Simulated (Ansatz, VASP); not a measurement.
# GaAs in VASP and in Ansatz

```
Ga As
1.0
     0.00000    2.80157    2.80157
     2.80157    0.00000    2.80157
     2.80157    2.80157    0.00000
Ga As
1 1
Direct
  0.00000 0.00000 0.00000
  0.75000 0.75000 0.75000
```

Alike in both runs: functional LDA; k mesh 10 × 10 × 10; occupations gaussian, width 0.1 eV; no spin polarisation.

Ansatz relaxed the structure, and its values are those at the end. VASP's run is a single point on that final structure, the one shown.

|  | VASP | Ansatz |
| --- | --- | --- |
| version | VASP 6.6.1 | Ansatz 0.2.0 |
| potentials or method | VASP PAW LDA potentials, release 64 (Ga_d, As), cutoff 520 eV | scalar-relativistic, plane waves, PAW |
| valence electrons in the cell | 18 | 28 |

Ansatz gave:

```
gap on the k mesh at the Fermi level (eV) : 0.49
least direct gap on the mesh (eV)         : 0.49
pressure (GPa)                            : 0.0
```

Question: Estimate VASP's values.

Answer: gap on the k mesh at the Fermi level (eV): 0.54; least direct gap on the mesh (eV): 0.54; pressure (GPa): 0.3.

Ansatz warns that its potentials were made for another functional, while VASP's fit it. LDA's correlation is that of Perdew and Zunger in VASP and of Perdew and Wang (1992) in Ansatz. VASP's potentials hold 18 valence electrons a cell and Ansatz's 28, so a difference there can come from the potentials and not from the codes.
